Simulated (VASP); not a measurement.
Y:

```
Y
1.0
    -2.02000    2.02000    2.02000
     2.02000   -2.02000    2.02000
     2.02000    2.02000   -2.02000
Y
1
Direct
  0.00000 0.00000 0.00000
```

This isn't the form of Y at room conditions, which is hcp.

* Program: VASP 6.6.1
* Task: relaxation of cell and atoms
* Functional: LDA
* Potentials or basis: VASP PAW LDA potentials, release 64 (Y_sv)
* Cutoff: 500 eV
* k mesh: 16 × 16 × 16
* Occupations: methfessel-paxton, width 0.05 eV
* Spin: no spin polarisation

At the start: pressure -3.8 GPa; volume 32.97 Å³/atom.

Task: Where does the relaxation end?

Result: Over 3 steps the energy falls by 40.2 meV/atom and the volume is 29.82 Å³/atom (-9.6 %); space group Im-3m (No. 229, to 0.1 Å) before and after.

Step by step:
| step | energy change (eV) | largest force (eV/Å) | pressure (GPa) | volume (Å³) |
| --- | --- | --- | --- | --- |
| 1 | 0.0000 | 0.0000 | -3.84 | 32.97 |
| 2 | -0.0391 | 0.0000 | 0.74 | 29.34 |
| 3 | -0.0402 | 0.0000 | 0.02 | 29.82 |

Final structure:
```
CELL_PARAMETERS angstrom
-1.95344 1.95344 1.95344
1.95344 -1.95344 1.95344
1.95344 1.95344 -1.95344
ATOMIC_POSITIONS crystal
Y 0.00000 0.00000 0.00000
```
